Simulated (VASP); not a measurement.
A run of VASP 6.6.1 is set up as follows.

Contents of INCAR:

```
PREC = Accurate ; ENCUT = 520
EDIFF = 1E-6 ; ISMEAR = 0
SIGMA = 0.02 ; LREAL = False
LASPH = True ; NELM = 60
ALGO = Normal ; ISIF = 2
LWAVE = False ; LCHARG = False
GGA = PE ; NBANDS = 28
```

Contents of KPOINTS:

```
regular mesh
0
Gamma
  8 8 8
```

The input POSCAR:

```
SrTiO3
1.0
    3.8966397378      0.0000000000      0.0000000000
    0.0000000000      3.8966397378      0.0000000000
    0.0000000000      0.0000000000      3.8966397378
Sr Ti O
1 1 3
Direct
    0.5000000000      0.5000000000      0.5000000000
    0.0000000000      0.0000000000      0.0000000000
    0.5000000000      0.0000000000      0.0000000000
    0.0000000000      0.5000000000      0.0000000000
    0.0000000000      0.0000000000      0.5000000000
```

Potentials or basis: VASP PAW PBE potentials, release 64 (Sr_sv, Ti_sv, O).

Command:

```bash
$ cat potpaw_PBE.64/Sr_sv/POTCAR potpaw_PBE.64/Ti_sv/POTCAR potpaw_PBE.64/O/POTCAR > POTCAR
$ mpirun -np 1 vasp_std > vasp.out
```

Problem. Predict the band gap on the k mesh.

Solution. 1.87 eV (least direct gap 2.22 eV).

Problem. Predict the pressure.

Solution. 6.2 GPa.

Caveat: the cell stands under pressure. Expect the measured gap to be larger: semilocal functionals such as PBE lack the derivative discontinuity.
